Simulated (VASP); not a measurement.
Wanted: the native input for a VASP 6.6.1 run.

* Task: electric field gradients
* Functional: PBEsol
* Potentials or basis: VASP PAW PBE potentials, release 64 (Ti_sv, Rh_pv)
* Cutoff: 520 eV
* k mesh: 11 × 11 × 10
* Occupations: fermi-dirac, width 0.05 eV
* Spin: no spin polarisation
* Dipole correction: no
* Further INCAR settings: ALGO = Normal; EDIFF = 1e-08; NBANDS = 20

The structure of TiRh lies in POSCAR:

```
TiRh
1.0
    2.9880000000      0.0000000000      0.0000000000
    0.0000000000      2.9880000000      0.0000000000
    0.0000000000      0.0000000000      3.2830000000
Ti Rh
1 1
Direct
    0.5000000000      0.5000000000      0.5000000000
    0.0000000000      0.0000000000      0.0000000000
```

This cell differs from its parent crystal: zz strain of -2 %.

The input as run:

INCAR

```
SYSTEM = TiRh
PREC = Accurate ; ENCUT = 520
EDIFF = 1E-8 ; ISMEAR = -1
SIGMA = 0.05 ; LREAL = .False.
LASPH = .True. ; NELM = 80
ALGO = Normal ; ISIF = 2
LWAVE = .False. ; LCHARG = .False.
GGA = PS ; LEFG = .True.
NBANDS = 20
```

KPOINTS

```
regular mesh
0
Gamma
  11 11 10
  0 0 0
```

Potentials or basis: VASP PAW PBE potentials, release 64 (Ti_sv, Rh_pv).

Command:

```console
$ cat potpaw_PBE.64/Ti_sv/POTCAR potpaw_PBE.64/Rh_pv/POTCAR > POTCAR
$ mpirun -np 1 vasp_std > vasp.out
```

Results of the run:

| Quantity | Value |
| --- | --- |
| Pressure | -2.9 GPa |

Caveat: the cell differs from its parent crystal (zz strain of -2 %); without QUAD_EFG the Cq values of the log hold for a quadrupole moment of 1 mb, not for the nuclei; the PAW data sets were made with another functional, which shifts forces and pressure a little.

Run time: 55 s on 1 thread of Intel(R) Xeon(R) Platinum 8259CL CPU @ 2.50GHz (Skylake/Cascade Lake) (shared host), peak memory 0.19 GiB.
